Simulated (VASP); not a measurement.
Runs of VASP 6.6.1 on Fe. The structure is that of space group Im-3m (No. 229), or close to it. The cells are those of the table. 

| task | cell | cutoff (eV) | gap on the mesh (eV) | pressure (GPa) | moment (μB) |
| --- | --- | --- | --- | --- | --- |
| relaxation of cell and atoms | relaxed from a = 2.499 Å, angles 109.5°, 1 atom | 600 | none | 0.0 | 2.19 |
| single point | a = 2.402 Å, angles 109.5°, 1 atom | 520 | none | (a) | 2.08 |
| single point | a = 2.477 Å, angles 109.5°, 1 atom | 520 | none | -5.3 | 2.24 |
| single point | a = 2.452 Å, angles 109.5°, 1 atom | 520 | none | (b) | 2.19 |

Alike in all rows: level PBE; potentials or basis VASP PAW PBE potentials, release 64 (Fe); spin collinear, ferromagnetic start; k mesh 20 × 20 × 20; smearing gaussian 0.1 eV.

Estimate the missing entries.

(a) 13.5; (b) -0.1.

A gap of «none» marks levels without a gap at the run's occupations.
